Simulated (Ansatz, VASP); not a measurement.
**Pd: VASP beside Ansatz**

```
Pd
1.0
     2.79384    0.00000    0.00000
    -1.39692    2.41954    0.00000
     0.00000    0.00000    4.70890
Pd
2
Direct
  0.33333 0.66667 0.25000
  0.66667 0.33333 0.75000
```

Alike in both runs: task single point; functional LDA; k mesh 15 × 15 × 8; occupations fermi-dirac, width 0.05 eV; collinear spin.

|  | VASP | Ansatz |
| --- | --- | --- |
| version | VASP 6.6.1 | Ansatz 0.2.0 |
| potentials or method | VASP PAW LDA potentials, release 64 (Pd), cutoff 520 eV | plane waves (420 eV) with PAW, scalar-relativistic |
| valence electrons in the cell | 20 | 36 |

```csv
,VASP,Ansatz,Ansatz less VASP
pressure (GPa),-18.4,-18.6,-0.20
"traceless stress, the component that is largest in VASP (GPa)",0.00,0.10,+0.104
net moment per atom (μB),0.00,0.00,0.000
```

Ansatz warns that its potentials were made for another functional, while VASP's fit it. LDA's correlation is that of Perdew and Zunger in VASP and of Perdew and Wang (1992) in Ansatz. VASP's potentials hold 20 valence electrons a cell and Ansatz's 36, so a difference there can come from the potentials and not from the codes. Ansatz's warnings: seeded moment not kept.
